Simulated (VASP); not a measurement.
Set up this calculation in VASP 6.6.1, as the native input.

```yaml
Task: single point
Functional: PBE
Potentials_or_basis: VASP PAW PBE potentials, release 64 (Ru_pv, Rh_pv)
Cutoff: 520 eV
k_mesh: 6 × 6 × 4
Occupations: gaussian, width 0.1 eV
Spin: no spin polarisation
Dipole_correction: no
Further_INCAR_settings: ALGO = Fast; EDIFF = 1e-07; NBANDS = 53
```

The structure of RuRh2 lies in POSCAR:

```
RuRh2
1.0
    3.8558879683      0.0000000000      0.0000000000
    0.0000000000      3.8558879683      0.0000000000
    0.0000000000      0.0000000000      5.5509946921
Ru Rh
2 4
Direct
    0.0000000000      0.0000000000      0.0000000000
    0.5000000000      0.5000000000      0.5000000000
    0.0000000000      0.5000000000      0.2030000000
    0.0000000000      0.5000000000      0.7030000000
    0.5000000000      0.0000000000      0.2970000000
    0.5000000000      0.0000000000      0.7970000000
```

One way to write it, as run:

INCAR

```
SYSTEM = RuRh2
  PREC = Accurate
  ENCUT = 520
  EDIFF = 1E-7
  ISMEAR = 0
  SIGMA = 0.1
  LREAL = .False.
  LASPH = .True.
  NELM = 60
  ALGO = Fast
  ISIF = 2
  LWAVE = .False.
  LCHARG = .False.
  GGA = PE
  NBANDS = 53
```

KPOINTS

```
Automatic mesh
0
Gamma
  6 6 4
  0 0 0
```

Potentials or basis: VASP PAW PBE potentials, release 64 (Ru_pv, Rh_pv).

Launch:

```bash
$ cat potpaw_PBE.64/Ru_pv/POTCAR potpaw_PBE.64/Rh_pv/POTCAR > POTCAR
$ mpirun -np 1 vasp_std > vasp.out
```

It gave:

| Quantity | Value |
| --- | --- |
| Pressure | 69.5 GPa |
| Largest force | 2.446 eV/Å |
| Band gap on the k mesh | zero (bands 44 and 45 overlap by 0.78 eV) |

Caveat: the cell stands under pressure; forces of over 1 eV/Å act on the atoms, so gaps and moduli don't describe the material at rest.

Run time: 100 s on 1 thread of AMD EPYC 9R45 96-Core Processor (Zen 5), with other jobs on the host, peak memory 0.22 GiB.
